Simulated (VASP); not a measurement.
Here is a VASP 6.6.1 calculation.

The input POSCAR:

```
W
1.0
    0.0000000000      2.0300000000      2.0300000000
    2.0300000000      0.0000000000      2.0300000000
    2.0300000000      2.0300000000      0.0000000000
W
1
Direct
    0.0000000000      0.0000000000      0.0000000000
```

INCAR.step1

```
PREC     = Accurate       # precision mode
ENCUT    = 520            # plane-wave cutoff, eV
ISMEAR   = -1             # smearing method
SIGMA    = 0.1            # smearing width, eV
LREAL    = False          # projectors in reciprocal space
LASPH    = True           # aspherical terms in the spheres
NELM     = 80             # most SCF steps
NBANDS   = 13             # bands
GGA      = PE             # functional
ALGO     = Normal         # electronic algorithm
EDIFF    = 1E-4           # SCF threshold, eV
LWAVE    = True           # write WAVECAR
LCHARG   = False          # write CHGCAR
```

INCAR.step2

```
PREC     = Accurate       # precision mode
ENCUT    = 520            # plane-wave cutoff, eV
EDIFF    = 1E-6           # SCF threshold, eV
ISMEAR   = -1             # smearing method
SIGMA    = 0.1            # smearing width, eV
LREAL    = False          # projectors in reciprocal space
LASPH    = True           # aspherical terms in the spheres
NELM     = 80             # most SCF steps
ALGO     = Normal         # electronic algorithm
ISIF     = 2              # what is computed and relaxed
LWAVE    = False          # write WAVECAR
LCHARG   = False          # write CHGCAR
METAGGA  = R2SCAN         # meta-GGA
LMIXTAU  = True         
NBANDS   = 13             # bands
ISTART   = 1
```

File KPOINTS:

```
regular mesh
0
Gamma
  14 14 14
```

Potentials or basis: VASP PAW PBE potentials, release 64 (W_sv).

Command:

```bash
$ cat potpaw_PBE.64/W_sv/POTCAR > POTCAR
$ cp INCAR.step1 INCAR
$ mpirun -np 1 vasp_std > vasp.out
$ cp INCAR.step2 INCAR
$ mpirun -np 1 vasp_std > vasp.out
```

Question: Predict the pressure.

Answer: -7.7 GPa.

Question: Predict the band gap on the k mesh.

Answer: Zero (band 7 reaches 12.98 eV, above the bottom of band 8 at 9.51 eV).

Caveat: the PAW data sets were made with another functional, which shifts forces and pressure a little; spin-orbit coupling is left out, which moves the levels of the heavy elements.
